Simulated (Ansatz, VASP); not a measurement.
# SiC: VASP beside Ansatz

The input INCAR:

```
SYSTEM = SiC
PREC = Accurate
ENCUT = 520
EDIFF = 1E-7
ISMEAR = 0
SIGMA = 0.05
LREAL = .False.
LASPH = .True.
NELM = 60
ALGO = Normal
ISIF = 2
LWAVE = .False.
LCHARG = .False.
GGA = PE
NBANDS = 11
```

Contents of KPOINTS:

```
regular mesh
0
Gamma
  12 12 12
  0 0 0
```

The input POSCAR:

```
SiC
1.0
    0.0000000000      2.1489859531      2.1489859531
    2.1489859531      0.0000000000      2.1489859531
    2.2686128378      2.2686128378     -0.1196268847
Si C
1 1
Direct
    0.0000000000      0.0000000000      0.0000000000
    0.7500000000      0.7500000000      0.7500000000
```

Input for Ansatz:

```yaml
crystal:
  lattice:
    - [0.0, 2.1489859531, 2.1489859531]
    - [2.1489859531, 0.0, 2.1489859531]
    - [2.2686128378, 2.2686128378, -0.1196268847]
  atoms:
    - { symbol: Si, position: [0.0, 0.0, 0.0] }
    - { symbol: C, position: [0.75, 0.75, 0.75] }
basis:
  ecutwfc: 520.0
kpoints:
  mp_grid: { grid: [12, 12, 12] }
hamiltonian:
  xc: pbe
scf:
  occupations: { method: gaussian, width: 0.05 }
output:
  forces: true
  stress: true
  eigenvalues: true
```

Alike in both runs: task single point; functional PBE; k mesh 12 × 12 × 12; occupations gaussian, width 0.05 eV; no spin polarisation.

|  | VASP | Ansatz |
| --- | --- | --- |
| version | VASP 6.6.1 | Ansatz 0.2.0 |
| potentials or method | VASP PAW PBE potentials, release 64 (Si, C), cutoff 520 eV | scalar-relativistic, plane waves, PAW |
| valence electrons in the cell | 8 | 8 |

Ansatz gave:

* gap on the k mesh at the Fermi level (eV): 1.13
* least direct gap on the mesh (eV): 4.01
* pressure (GPa): -3.1
* traceless stress, the component that is largest in VASP (GPa): -12.43
* rms of the force components (eV/Å): 0.183

Task: Estimate VASP's values.

Result: gap on the k mesh at the Fermi level (eV): 1.13; least direct gap on the mesh (eV): 4.01; pressure (GPa): -3.1; traceless stress, the component that is largest in VASP (GPa): -12.49; rms of the force components (eV/Å): 0.182.

Atom by atom the forces differ by 0.000 eV/Å (rms over components). The functional is the same, so the differences come from potentials, cutoffs and numerics.
